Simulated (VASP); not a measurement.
# AlNi: single point with PBE+D3(BJ)

The system is AlNi.

```
Ni Al
1.0
     2.85639    0.00000    0.00000
     0.00000    2.85639    0.00000
     0.00000    0.00000    2.85639
Ni Al
1 1
Cartesian
  1.4282 1.4282 1.4282
  0.0000 0.0000 0.0000
```

```json
{"Program": "VASP 6.6.1", "Task": "single point", "Functional": "PBE", "Dispersion": "D3(BJ)", "Potentials or basis": "VASP PAW PBE potentials, release 64 (Ni, Al)", "Cutoff": "520 eV", "k mesh": "9 × 9 × 9", "Occupations": "fermi-dirac, width 0.05 eV", "Spin": "collinear spin, ferromagnetic start", "Starting moments": "[1.0, 0.0] μB"}
```

- Pressure: 0.0 GPa
- Net moment: 0.00 μB per cell
- Valence electrons inside the program's atomic spheres: Ni 9.51; Al 0.81
- Dispersion energy per atom: -0.455 eV

Levels at points of the mesh, in eV from the Fermi level:
Spin up:
```tsv
k point	band 4	band 5	band 6	band 7	band 8	band 9
(0.00, 0.00, 0.00)	-1.61	-1.61	-1.61	5.60	5.60	5.60
```
Spin down:
| k point | band 3 | band 4 | band 5 | band 6 | band 7 | band 8 | band 9 | band 10 |
| --- | --- | --- | --- | --- | --- | --- | --- | --- |
| (0.00, 0.00, 0.00) | -3.37 | -1.61 | -1.61 | -1.61 | 5.60 | 5.60 | 5.60 | 8.20 |

It took 23 s on 1 thread of Intel Xeon 8259CL (shared host), peak memory 0.17 GiB.
